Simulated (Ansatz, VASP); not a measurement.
**One calculation of BeTe, two programs**

```
Be Te
1.0
     0.00000    2.82862    2.82862
     2.82862    0.00000    2.82862
     2.82862    2.82862    0.00000
Be Te
1 1
Direct
  0.00000 0.00000 0.00000
  0.25000 0.25000 0.25000
```

Alike in both runs: task single point; functional r2SCAN; k mesh 8 × 8 × 8; no spin polarisation.

|  | VASP | Ansatz |
| --- | --- | --- |
| version | VASP 6.6.1 | Ansatz 0.2.0 |
| potentials or method | VASP PAW PBE potentials, release 64 (Be, Te) | plane waves, PAW |
| plane-wave cutoff (eV) | 520 | 500 |
| occupations | gaussian, width 0.01 eV | fixed |
| valence electrons in the cell | 8 | 18 |

VASP gave:

```
gap on the k mesh at the Fermi level (eV) : 2.37
pressure (GPa)                            : 0.2
```

Problem. Estimate Ansatz's values.

Solution. gap on the k mesh at the Fermi level (eV): 2.38; pressure (GPa): 0.0.

VASP's potentials were made for PBE, not for r2SCAN. VASP's potentials hold 8 valence electrons a cell and Ansatz's 18, so a difference there can come from the potentials and not from the codes.

Neither program's run includes spin-orbit coupling.
